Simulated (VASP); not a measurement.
Crystal: TePb.

```xyz
2
Lattice="0.0000 3.2310 3.2310 3.2310 0.0000 3.2310 3.2310 3.2310 0.0000" Properties=species:S:1:pos:R:3 pbc="T T T"
Te    3.2310    3.2310    3.2310
Pb    0.0000    0.0000    0.0000
```

```yaml
Program: VASP 6.6.1
Task: relaxation of cell and atoms
Functional: LDA
Potentials_or_basis: VASP PAW LDA potentials, release 64 (Te, Pb_d)
Cutoff: 600 eV
k_mesh: 6 × 6 × 6
Occupations: gaussian, width 0.01 eV
Spin: no spin polarisation
```

At the start: pressure -1.6 GPa; volume 33.73 Å³/atom.

**Question.** How do energy, volume and symmetry change on relaxing?

**Answer.** Over 3 steps the energy falls by 6.1 meV/atom and the volume is 32.56 Å³/atom (-3.5 %); space group Fm-3m (No. 225, to 0.05 Å).

Step by step:
| step | energy change (eV) | largest force (eV/Å) | pressure (GPa) | volume (Å³) |
| --- | --- | --- | --- | --- |
| 1 | 0.0000 | 0.0000 | -1.62 | 67.46 |
| 2 | -0.0101 | 0.0000 | 0.73 | 64.19 |
| 3 | -0.0122 | 0.0000 | -0.01 | 65.12 |

Final structure:
```xyz
2
Lattice="0.0000 3.1932 3.1932 3.1932 0.0000 3.1932 3.1932 3.1932 0.0000" Properties=species:S:1:pos:R:3 pbc="T T T"
Te    3.1932    3.1932    3.1932
Pb    0.0000    0.0000    0.0000
```
